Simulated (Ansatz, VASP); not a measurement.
## AlNi3 in VASP and in Ansatz

```
CELL_PARAMETERS angstrom
3.54639 0.00000 0.00000
0.00000 3.54639 0.00000
0.00000 0.00000 3.54639
ATOMIC_POSITIONS crystal
Ni 0.50000 0.50000 0.00000
Ni 0.50000 0.00000 0.50000
Ni 0.00000 0.50000 0.50000
Al 0.00000 0.00000 0.00000
```

Alike in both runs: task single point; functional PBE; k mesh 8 × 8 × 8; occupations fermi-dirac, width 0.05 eV; collinear spin.

```csv
,VASP,Ansatz
version,VASP 6.6.1,Ansatz 0.2.0
potentials or method,"VASP PAW PBE potentials, release 64 (Ni, Al)",Ansatz PAW
plane-wave cutoff (eV),520,420
valence electrons in the cell,33,57
```

```tsv
	VASP	Ansatz	Ansatz less VASP
gap on the k mesh at the Fermi level (eV)	none	none	-
pressure (GPa)	3.4	3.3	-0.07
net moment per atom (μB)	0.17	0.18	+0.008
size of the moment on the site where the two differ most (μB)	0.24	0.27	+0.023
```

Site moments also hang on the region over which each program counts them. A gap of «none» marks a metal or a gap that the smearing closes. VASP's potentials hold 33 valence electrons a cell and Ansatz's 57, so a difference there can come from the potentials and not from the codes.
